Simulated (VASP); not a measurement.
# Ru (P6_3/mmc) in VASP: relaxation of cell and atoms with LDA

Aim: the relaxation of cell and atoms of Ru with LDA.

Everything below comes from runs of VASP 6.6.1. Logs are shortened: lines on timing, memory, paths and dates and some standing lists are left out, and cuts for length are marked.

### 1 The cell of the first run

The structure is hexagonal, space group P6_3/mmc (No. 194). Conventional cell: a = 2.673 Å, b = 2.673 Å, c = 4.228 Å, α = 90.00°, β = 90.00°, γ = 120.00°. Within 3.5 Å of Ru (site symmetry -6m2) lie 12 Ru at 2.62 to 2.67 Å.

### 2 Relaxation of cell and atoms, LDA

File INCAR:

```
PREC = Accurate
ENCUT = 600
EDIFF = 1E-7
ISMEAR = 0
SIGMA = 0.1
LREAL = False
LASPH = True
NELM = 60
ALGO = Fast
ISIF = 3
LWAVE = False
LCHARG = False
IBRION = 2
NSW = 100
EDIFFG = -0.002
```

File KPOINTS:

```
Automatic mesh
0
Gamma
  15 15 8
```

File POSCAR:

```
Ru
1.0
    2.6729789957      0.0000000000      0.0000000000
   -1.3364894978      2.3148677141      0.0000000000
    0.0000000000      0.0000000000      4.2281491564
Ru
2
Direct
    0.3333333333      0.6666666667      0.2500000000
    0.6666666667      0.3333333333      0.7500000000
```

Potentials or basis: VASP PAW LDA potentials, release 64 (Ru_pv).

Launch:

```sh
> cat potpaw_LDA.64/Ru_pv/POTCAR > POTCAR
> mpirun -np 1 vasp_std > vasp.out
```

OUTCAR:

```text
PREC = Accurate
   ENCUT = 600
   EDIFF = 1E-7
   ISMEAR = 0
   LREAL = False
   LASPH = True
   NELM = 60
   ISIF = 3
   IBRION = 2
   NSW = 100
   EDIFFG = -0.002

 ion  position               nearest neighbor table
   1  0.333  0.667  0.250-   2 2.62   2 2.62   2 2.62   2 2.62   2 2.62   2 2.62
   2  0.667  0.333  0.750-   1 2.62   1 2.62   1 2.62   1 2.62   1 2.62   1 2.62

  LATTYP: Found a hexagonal cell.
 ALAT       =     2.6729789957
 C/A-ratio  =     1.5818115904

  Lattice vectors:

 A1 = (   2.6729789957,   0.0000000000,   0.0000000000)
 A2 = (  -1.3364894978,   2.3148677141,   0.0000000000)
 A3 = (   0.0000000000,   0.0000000000,   4.2281491564)

Analysis of symmetry for initial positions (statically):
=====================================================================
 Subroutine PRICEL returns:
 Original cell was already a primitive cell.

 Routine SETGRP: Setting up the symmetry group for a
 hexagonal supercell.

 Subroutine GETGRP returns: Found 24 space group operations
 (whereof 12 operations were pure point group operations)
 out of a pool of 24 trial point group operations.

The static configuration has the point symmetry D_3d.
 The point group associated with its full space group is D_6h.

Analysis of symmetry for dynamics (positions and initial velocities):
=====================================================================
 Subroutine PRICEL returns:
 Original cell was already a primitive cell.

 Routine SETGRP: Setting up the symmetry group for a
 hexagonal supercell.

 Subroutine GETGRP returns: Found 24 space group operations
 (whereof 12 operations were pure point group operations)
 out of a pool of 24 trial point group operations.

The dynamic configuration has the point symmetry D_3d.
 The point group associated with its full space group is D_6h.

 Subroutine INISYM returns: Found 24 space group operations
 (whereof 12 operations are pure point group operations),
 and found     1 'primitive' translations

----------------------------------------------------------------------------------------

                                     Primitive cell

  volume of cell :      26.1621

  direct lattice vectors                    reciprocal lattice vectors
     2.672978996  0.000000000  0.000000000     0.374114425  0.215995064  0.000000000
    -1.336489498  2.314867714  0.000000000     0.000000000  0.431990128  0.000000000
     0.000000000  0.000000000  4.228149156     0.000000000  0.000000000  0.236510105

  length of vectors
     2.672978996  2.672978996  4.228149156     0.431990128  0.431990128  0.236510105

  position of ions in fractional coordinates (direct lattice)
     0.333333333  0.666666667  0.250000000
     0.666666667  0.333333333  0.750000000

  ion indices of the primitive-cell ions
   primitive index   ion index
                 1           1
                 2           2

----------------------------------------------------------------------------------------

 KPOINTS: Automatic mesh

Automatic generation of k-mesh.
 Grid dimensions read from file:
 generate k-points for:   15   15    8

 Generating k-lattice:

  Cartesian coordinates                     Fractional coordinates (reciprocal lattice)
     0.024940962  0.014399671  0.000000000     0.066666667  0.000000000  0.000000000
     0.000000000  0.028799342  0.000000000     0.000000000  0.066666667  0.000000000
     0.000000000  0.000000000  0.029563763     0.000000000  0.000000000  0.125000000

  Length of vectors
     0.028799342  0.028799342  0.029563763

  Shift w.r.t. Gamma in fractional coordinates (k-lattice)
     0.000000000  0.000000000  0.000000000

 Subroutine IBZKPT returns following result:
 ===========================================

 Found    135 irreducible k-points:

 Following reciprocal coordinates:
            Coordinates               Weight
  0.000000  0.000000  0.000000      1.000000
  0.066667  0.000000  0.000000      6.000000
  0.133333  0.000000  0.000000      6.000000
  0.200000  0.000000  0.000000      6.000000
  0.266667  0.000000  0.000000      6.000000
  0.333333  0.000000  0.000000      6.000000
[... 16 lines left out ...]
  0.333333  0.200000  0.000000     12.000000
  0.400000  0.200000  0.000000      6.000000
 [... further k-points ...]
   k-points           NKPTS =    135   k-points in BZ     NKDIM =    135   number of bands    NBANDS=     18
   number of dos      NEDOS =    301   number of ions     NIONS =      2
   total plane-waves  NPLWV =  20736
   dimension x,y,z NGX =    24 NGY =   24 NGZ =   36
   dimension x,y,z NGXF=    48 NGYF=   48 NGZF=   72
   ions per type =               2
   NGX,Y,Z   is equivalent  to a cutoff of  14.93, 14.93, 14.15 a.u.
   NGXF,Y,Z  is equivalent  to a cutoff of  29.85, 29.85, 28.31 a.u.
 SYSTEM =  unknown system
   PREC   = accura    normal or accurate (medium, high low for compatibility)
   ISTART =      0    job   : 0-new  1-cont  2-samecut
   ICHARG =      2    charge: 1-file 2-atom 10-const
   ISPIN  =      1    spin polarized calculation?
   LNONCOLLINEAR =      F non collinear calculations
   LSORBIT =      F    spin-orbit coupling
   LASPH  =      T    aspherical Exc in radial PAW
   ENCUT  =  600.0 eV  44.10 Ry    6.64 a.u.   5.34  5.34  8.44*2*pi/ulx,y,z
   NELM   =     60;   NELMIN=  2; NELMDL= -5     # of ELM steps
   EDIFF  = 0.1E-06   stopping-criterion for ELM
   LREAL  =      F    real-space projection
   EDIFFG = -.2E-02   stopping-criterion for IOM
   NSW    =    100    number of steps for IOM
   IBRION =      2    ionic relax: 0-MD 1-quasi-New 2-CG
   NFREE  =      1    steps in history (QN), initial steepest desc. (CG)
   ISIF   =      3    stress and relaxation
   ISYM   =      2    0-nonsym 1-usesym 2-fastsym
   POTIM  = 0.5000    time-step for ionic-motion
   TEBEG  =    0.0;   TEEND  =   0.0 temperature during run
   PSTRESS=    0.0 pullay stress
   NELECT =      28.0000    total number of electrons
   NUPDOWN=      -1.0000    fix difference up-down
   EMIN   =  10.00;   EMAX   =-10.00  energy-range for DOS
   EFERMI =   0.00;   METHOD = LEGACY
   ISMEAR =     0;   SIGMA  =   0.10  broadening in eV -4-tet -1-fermi 0-gaus
   EFERMI_NEDOS =   21; number of points for ismear=-14 and -15
   IALGO  =     68    algorithm
   IMIX   =      4    mixing-type and parameters
     AMIX     =   0.40;   BMIX     =  1.00
     AMIX_MAG =   1.60;   BMIX_MAG =  1.00
  volume/ion in A,a.u.               =      13.08        88.28
  Fermi-wavevector in a.u.,A,eV,Ry     =   1.674571  3.164480 38.153283  2.804187
  Thomas-Fermi vector in A             =   2.759343
   LORBIT       =      0    0 simple, 1 ext, 2 COOP (PROOUT), +10 PAW based schemes
   GGA     = CA    functional components
   LHFCALC =     F    Hartree Fock is set to
   AEXX    =    0.0000 exact exchange contribution
   IVDW    =     0    specifies the selected vdW correction
   LEPSILON=     F    determine dielectric tensor
   LRPA    =     F    only Hartree local field effects (RPA)
 conjugate gradient relaxation of ions
 non-spin polarized calculation
 RMM-DIIS sequential band-by-band and
 Gauss-broadening in eV      SIGMA  =   0.10
  energy-cutoff  :      600.00
  volume of cell :       26.16
 maximum number of plane-waves:       898
 NGX is ok and might be reduce to    24
   NGX = 11   NGY = 11   NGZ = 17

--------------------------------------- Ionic step        1  -------------------------------------------

 number of electron      27.9999993 magnetization

 Free energy of the ion-electron system (eV)
  ---------------------------------------------------
  ext. energy  EPLUGINS =         0.00000000
  ---------------------------------------------------
  free energy    TOTEN  =       -21.39895532 eV

  energy without entropy =      -21.39170551  energy(sigma->0) =      -21.39533042

------------------------ aborting loop because EDIFF is reached ----------------------------------------

  FORCE on cell =-STRESS in cart. coord.  units (eV):
  Direction    XX          YY          ZZ          XY          YZ          ZX
  --------------------------------------------------------------------------------------
  -------------------------------------------------------------------------------------
  Total        0.1856025      0.1856025      0.1246646      0.0000000      0.0000000     -0.0000000
  in kB       11.3663832     11.3663832      7.6345200      0.0000000      0.0000000     -0.0000000
  external PRESSURE =      10.1224288 kB  Pullay stress =       0.0000000 kB
[... 89 lines left out ...]
  FREE ENERGIE OF THE ION-ELECTRON SYSTEM (eV)
  ---------------------------------------------------
  free  energy   TOTEN  =       -21.3992192753 eV

  energy  without entropy=      -21.3919319604  energy(sigma->0) =      -21.39557562

[... ionic steps 4 to 8 ...]

--------------------------------------- Ionic step        9  -------------------------------------------

 number of electron      27.9999993 magnetization

------------------------ aborting loop because EDIFF is reached ----------------------------------------

  FORCE on cell =-STRESS in cart. coord.  units (eV):
  Direction    XX          YY          ZZ          XY          YZ          ZX
  --------------------------------------------------------------------------------------
  -------------------------------------------------------------------------------------
  Total        0.0073462      0.0073462      0.0024276      0.0000000     -0.0000000      0.0000000
  in kB        0.4486211      0.4486211      0.1482534      0.0000000     -0.0000000      0.0000000
  external PRESSURE =       0.3484985 kB  Pullay stress =       0.0000000 kB
[... 57 lines left out ...]
  energy  without entropy=      -21.3919098250  energy(sigma->0) =      -21.39556780

--------------------------------------- Ionic step       11  -------------------------------------------

 number of electron      27.9999993 magnetization

 Free energy of the ion-electron system (eV)
  ---------------------------------------------------
  ext. energy  EPLUGINS =         0.00000000
  ---------------------------------------------------
  free energy    TOTEN  =       -21.39922728 eV

  energy without entropy =      -21.39191519  energy(sigma->0) =      -21.39557124

 E-fermi :  13.3309     XC(G=0): -14.5921

 val. band max:       13.3232933875   @ k =   0.0000   0.0000   0.3750
 cond. band min:      13.3687115754   @ k =   0.2667   0.0000   0.2500
 fundamental gap:      0.0454181879
 Fermi energy:        13.3308757460

 k-point     1 :       0.0000    0.0000    0.0000
  band No.  band energies     occupation
      1     -30.2653      2.00000
      2     -29.2046      2.00000
      3     -29.2046      2.00000
      4     -29.0111      2.00000
      5     -29.0111      2.00000
      6     -28.9608      2.00000
[... 10 lines left out ...]
     17      14.5924      0.00000
     18      14.6875      0.00000
[... 466 lines left out ...]
      2     -29.7538      2.00000
      3     -29.6280      2.00000
      4     -29.6176      2.00000
      5     -29.3654      2.00000
      6     -29.3373      2.00000
[... 10 lines left out ...]
     17      18.8977      0.00000
     18      20.3824      0.00000

 [... further k-points ...]

------------------------ aborting loop because EDIFF is reached ----------------------------------------

  FORCE on cell =-STRESS in cart. coord.  units (eV):
  Direction    XX          YY          ZZ          XY          YZ          ZX
  --------------------------------------------------------------------------------------
  -------------------------------------------------------------------------------------
  Total       -0.0002295     -0.0002295      0.0010215     -0.0000000     -0.0000000     -0.0000000
  in kB       -0.0140154     -0.0140154      0.0623763     -0.0000000     -0.0000000     -0.0000000
  external PRESSURE =       0.0114485 kB  Pullay stress =       0.0000000 kB
[... 17 lines left out ...]
  FREE ENERGIE OF THE ION-ELECTRON SYSTEM (eV)
  ---------------------------------------------------
  free  energy   TOTEN  =       -21.3992272817 eV

  energy  without entropy=      -21.3919151884  energy(sigma->0) =      -21.39557124

 reached required accuracy - stopping structural energy minimisation
```

Wall time 4.4 min (1 thread of Intel Xeon Platinum 8259CL at 2.50GHz (Skylake/Cascade Lake), shared host); peak memory 0.19 GiB.

What came out:

| Quantity | Value |
| --- | --- |
| Free energy | -21.3992 eV |
| Relaxed volume | 13.12 Å³/atom |
| Relaxed cell | a = 2.676 Å, b = 2.676 Å, c = 4.230 Å, α = 90.00°, β = 90.00°, γ = 120.00° |
| Space group after relaxing (to 0.1 Å) | P6_3/mmc (No. 194) |
| Energy gained by relaxing | 0.1 meV/atom |
| Ionic steps | 11 |
| Pressure after relaxing | 0.0 GPa |
| Band gap on the k mesh | zero (bands 14 and 15 overlap by 3.28 eV) |

Step by step:
| step | energy change (eV) | largest force (eV/Å) | pressure (GPa) | volume (Å³) |
| --- | --- | --- | --- | --- |
| 1 | 0.0000 | 0.0000 | 1.01 | 26.16 |
| 2 | 0.0022 | 0.0000 | -3.24 | 26.48 |
| 3 | -0.0003 | 0.0000 | -0.05 | 26.24 |
| 4 | -0.0003 | 0.0000 | -0.01 | 26.24 |
| 5 | -0.0003 | 0.0000 | 0.04 | 26.23 |
| 6 | -0.0003 | 0.0000 | 0.04 | 26.24 |
| 7 | -0.0003 | 0.0000 | 0.04 | 26.24 |
| 8 | -0.0003 | 0.0000 | 0.03 | 26.24 |
| 9 | -0.0003 | 0.0000 | 0.03 | 26.24 |
| 10 | -0.0003 | 0.0000 | -0.10 | 26.24 |
| 11 | -0.0003 | 0.0000 | 0.00 | 26.24 |

Final structure:
```yaml
crystal:
  lattice:
    - [2.67642, 0.00000, 0.00000]
    - [-1.33821, 2.31785, 0.00000]
    - [0.00000, 0.00000, 4.22964]
  atoms:
    - { symbol: Ru, position: [0.33333, 0.66667, 0.25000] }
    - { symbol: Ru, position: [0.66667, 0.33333, 0.75000] }
```

Levels at points of the mesh, in eV from the Fermi level:
```csv
k point,band 10,band 11,band 12,band 13,band 14,band 15,band 16,band 17,band 18
"(0.00, 0.00, 0.00)",-2.75,-2.55,-2.02,-2.02,-1.47,-1.47,1.26,1.26,1.36
"(0.00, 0.00, 0.50)",-2.93,-2.93,-2.93,-2.82,-2.82,0.59,0.59,0.59,0.59
```

The gap in the log of VASP goes by the Fermi energy; the results here count the filled bands.